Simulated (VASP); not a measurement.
# ZnO (P6_3mc) in VASP: further runs, part 2 of 2

VASP 6.6.1. The steps go on from the part before.

### Step 4. Single point, PBE

This run uses another cell than the first one, of 10.48 Å³/atom, 1.103 times its volume.

INCAR

```
SYSTEM = ZnO
PREC = Accurate
ENCUT = 520
EDIFF = 1E-7
ISMEAR = 0
SIGMA = 0.02
LREAL = .False.
LASPH = .True.
NELM = 60
ALGO = Normal
ISIF = 2
LWAVE = .False.
LCHARG = .False.
GGA = PE
NBANDS = 26
```

KPOINTS

```
Automatic mesh
0
Gamma
  12 12 6
  0 0 0
```

POSCAR

```
ZnO
1.0
    3.1070694898      0.0000000000      0.0000000000
   -1.5535347449      2.6908011095      0.0000000000
    0.0000000000      0.0000000000      5.0127743593
Zn O
2 2
Direct
    0.6666666667      0.3333333333      0.5006472146
    0.3333333333      0.6666666667      0.0006472146
    0.6666666667      0.3333333333      0.8796627854
    0.3333333333      0.6666666667      0.3796627854
```

The run is started by

```console
cat potpaw_PBE.64/Zn/POTCAR potpaw_PBE.64/O/POTCAR > POTCAR
mpirun -np 1 vasp_std > vasp.out
```

Wall time 49 s (1 thread of Intel Xeon Platinum 8488C (Sapphire Rapids), shared host); peak memory 0.2 GiB.

It converged, with:

| Quantity | Value |
| --- | --- |
| Free energy | -17.1950 eV |
| Pressure | 31.9 GPa |
| Band gap on the k mesh | 0.96 eV, direct |

Forces in eV/Å, atoms in the order of the input:
```
Zn   0.000  0.000  0.003
Zn   0.000  0.000  0.003
O    0.000  0.000 -0.003
O    0.000  0.000 -0.003
```

Levels at points of the mesh, in eV from the valence-band top:
```tsv
k point	band 14	band 15	band 16	band 17	band 18	band 19	band 20	band 21	band 22	band 23
(0.00, 0.00, 0.00)	-0.95	-0.95	-0.14	0.00	0.00	0.96	5.69	8.61	13.55	13.55
(0.50, 0.00, 0.00)	-3.89	-3.21	-2.70	-1.50	-1.01	6.32	7.01	7.70	9.37	11.28
(0.00, 0.00, 0.50)	-2.35	-0.47	-0.47	-0.47	-0.47	3.74	3.74	10.56	10.56	13.85
(0.50, 0.00, 0.50)	-4.03	-1.80	-1.80	-1.63	-1.63	5.89	5.89	9.16	9.16	11.82
```

### Step 5. Single point, PBE

This run uses another cell than the first one, of 10.48 Å³/atom, 1.103 times its volume.

INCAR

```
  ALGO = Normal
  EDIFF = 1E-7
  ENCUT = 520
  GGA = PE
  ISIF = 2
  ISMEAR = 0
  LASPH = True
  LCHARG = False
  LREAL = False
  LWAVE = False
  NBANDS = 26
  NELM = 80
  PREC = Accurate
  SIGMA = 0.02
```

KPOINTS

```
k-points
0
Gamma
  12 12 6
```

POSCAR is that of step 4.

The run is started by

```console
cat potpaw_PBE.64/Zn/POTCAR potpaw_PBE.64/O/POTCAR > POTCAR
mpirun -np 1 vasp_std > vasp.out
```

Run time: 42 s. Hardware: 1 thread of Intel Xeon Platinum 8488C (Sapphire Rapids), shared host; peak memory 0.2 GiB.

Results (log left out):

```yaml
Free_energy: -17.1950 eV
Pressure: 31.9 GPa
Band_gap_on_the_k_mesh: 0.96 eV, direct
```

Forces on the atoms (eV/Å):
```
Zn   0.000  0.000  0.003
Zn   0.000  0.000  0.003
O    0.000  0.000 -0.003
O    0.000  0.000 -0.003
```

Levels at points of the mesh, in eV from the valence-band top:
```csv
k point,band 14,band 15,band 16,band 17,band 18,band 19,band 20,band 21,band 22,band 23
"(0.00, 0.00, 0.00)",-0.95,-0.95,-0.14,0.00,0.00,0.96,5.69,8.61,13.55,13.55
"(0.50, 0.00, 0.00)",-3.89,-3.21,-2.70,-1.50,-1.01,6.32,7.01,7.70,9.37,11.28
"(0.00, 0.00, 0.50)",-2.35,-0.47,-0.47,-0.47,-0.47,3.74,3.74,10.56,10.56,13.85
"(0.50, 0.00, 0.50)",-4.03,-1.80,-1.80,-1.63,-1.63,5.89,5.89,9.16,9.16,11.82
```

### Step 6. Single point, PBE

This run uses another cell than the first one, of 11.21 Å³/atom, 1.181 times its volume.

INCAR

```
ALGO = Normal
EDIFF = 1E-7
ENCUT = 520
GGA = PE
ISIF = 2
ISMEAR = 0
LASPH = T
LCHARG = F
LREAL = F
LWAVE = F
NBANDS = 26
NELM = 80
PREC = Accurate
SIGMA = 0.02
```

KPOINTS is that of step 5.

POSCAR

```
ZnO
1.0
    3.1781850223      0.0000000000      0.0000000000
   -1.5890925112      2.7523889673      0.0000000000
    0.0000000000      0.0000000000      5.1280731953
Zn O
2 2
Direct
    0.6666666667      0.3333333333      0.5006253288
    0.3333333333      0.6666666667      0.0006253288
    0.6666666667      0.3333333333      0.8796846712
    0.3333333333      0.6666666667      0.3796846712
```

Potentials or basis: VASP PAW PBE potentials, release 64 (Zn, O).

The run is started by

```console
cat potpaw_PBE.64/Zn/POTCAR potpaw_PBE.64/O/POTCAR > POTCAR
mpirun -np 1 vasp_std > vasp.out
```

OUTCAR:

```text
EDIFF = 1E-7
   ENCUT = 520
   GGA = PE
   ISIF = 2
   ISMEAR = 0
   LASPH = T
   LREAL = F
   NELM = 80
   PREC = Accurate

 ion  position               nearest neighbor table
   1  0.667  0.333  0.501-   4 1.94   4 1.94   4 1.94   3 1.94
   2  0.333  0.667  0.001-   3 1.94   3 1.94   3 1.94   4 1.94
   3  0.667  0.333  0.880-   2 1.94   2 1.94   2 1.94   1 1.94
   4  0.333  0.667  0.380-   1 1.94   1 1.94   1 1.94   2 1.94

  LATTYP: Found a hexagonal cell.
[... 204 lines left out ...]
      6      -4.1929      2.00000
[... 685 lines left out ...]
     25      15.5383      0.00000
     26      16.2228      0.00000

 [... further k-points ...]
[... 5 lines left out ...]
  --------------------------------------------------------------------------------------
  -------------------------------------------------------------------------------------
  Total        4.5990790      4.5990790      4.5864714     -0.0000000      0.0000000      0.0000000
  in kB      164.2624337    164.2624337    163.8121365     -0.0000000      0.0000000      0.0000000
  external PRESSURE =     164.1123347 kB  Pullay stress =       0.0000000 kB

 VOLUME and BASIS-vectors are now :
 -----------------------------------------------------------------------------
  energy-cutoff  :      520.00
  volume of cell :       44.86
      direct lattice vectors                 reciprocal lattice vectors
     3.178185022  0.000000000  0.000000000     0.314644992  0.181660371  0.000000000
    -1.589092511  2.752388967  0.000000000     0.000000000  0.363320741  0.000000000
     0.000000000  0.000000000  5.128073195     0.000000000  0.000000000  0.195005017

 POSITION                                       TOTAL-FORCE (eV/Angst)
 -----------------------------------------------------------------------------------
      1.58909      0.91746      2.56724         0.000000     -0.000000      0.002069
     -0.00000      1.83493      0.00321        -0.000000      0.000000      0.002069
      1.58909      0.91746      4.51109         0.000000     -0.000000     -0.002069
     -0.00000      1.83493      1.94705        -0.000000     -0.000000     -0.002069
 -----------------------------------------------------------------------------------
    total drift:                                0.000001      0.000001      0.001199

  FREE ENERGIE OF THE ION-ELECTRON SYSTEM (eV)
  ---------------------------------------------------
  free  energy   TOTEN  =       -17.6342366387 eV

  energy  without entropy=      -17.6342366387  energy(sigma->0) =      -17.63423664
```

Wall time 46 s (1 thread of Intel Xeon Platinum 8488C (Sapphire Rapids), shared host); peak memory 0.2 GiB.

Results:

- Free energy: -17.6342 eV
- Pressure: 16.4 GPa
- Band gap on the k mesh: 0.87 eV, direct

Forces in eV/Å, atoms in the order of the input:
```
Zn   0.000  0.000  0.002
Zn   0.000  0.000  0.002
O    0.000  0.000 -0.002
O    0.000  0.000 -0.002
```

As with any semilocal functional, this PBE gap is likely too small.

### Step 7. The runs side by side

| cell | gap on the mesh (eV) | pressure (GPa) |
| --- | --- | --- |
| a = 3.007, b = 3.007, c = 4.850 Å, angles 90.0, 90.0, 120.0°, 4 atoms | 1.10 | 62.7 |
| a = 3.107, b = 3.107, c = 5.013 Å, angles 90.0, 90.0, 120.0°, 4 atoms | 0.96 | 31.9 |
| a = 3.178, b = 3.178, c = 5.128 Å, angles 90.0, 90.0, 120.0°, 4 atoms | 0.87 | 16.4 |

Alike in all rows: task single point; level PBE; potentials or basis VASP PAW PBE potentials, release 64 (Zn, O); no spin polarisation; k mesh 12 × 12 × 6; cutoff (eV) 520; smearing gaussian 0.02 eV.

Absolute energies hang on the potentials; compare differences alone.
